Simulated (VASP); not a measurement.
Write the native input for VASP 6.6.1 that does the following.

| Item | Value |
| --- | --- |
| Task | single point |
| Functional | PBE |
| Potentials or basis | VASP PAW PBE potentials, release 64 (Au) |
| Cutoff | 520 eV |
| k mesh | 15 × 15 × 15 |
| Occupations | fermi-dirac, width 0.0612256 eV |
| Spin | no spin polarisation |
| Dipole correction | no |
| Further INCAR settings | ALGO = Normal; EDIFF = 1e-07; NBANDS = 12 |

The structure of Au lies in POSCAR:

```
Au
1.0
    0.0000000000      2.0362379301      2.0362379301
    2.0362379301      0.0000000000      2.0362379301
    2.0362379301      2.0362379301      0.0000000000
Au
1
Direct
    0.0000000000      0.0000000000      0.0000000000
```

These files were run (other wordings do the same):

INCAR

```
ALGO = Normal ; EDIFF = 1E-7
ENCUT = 520 ; GGA = PE
ISIF = 2 ; ISMEAR = -1
LASPH = True ; LCHARG = False
LREAL = False ; LWAVE = False
NBANDS = 12 ; NELM = 80
PREC = Accurate ; SIGMA = 0.06122561905347299
```

KPOINTS

```
k-points
0
Gamma
  15 15 15
```

Potentials or basis: VASP PAW PBE potentials, release 64 (Au).

Command:

```sh
$ cat potpaw_PBE.64/Au/POTCAR > POTCAR
$ mpirun -np 1 vasp_std > vasp.out
```

It gave:

The pressure is 10.0 GPa.

Wall time 31 s on 1 thread of AMD EPYC 7R43 64-Core Processor (Zen 3) (shared host), peak memory 0.12 GiB.
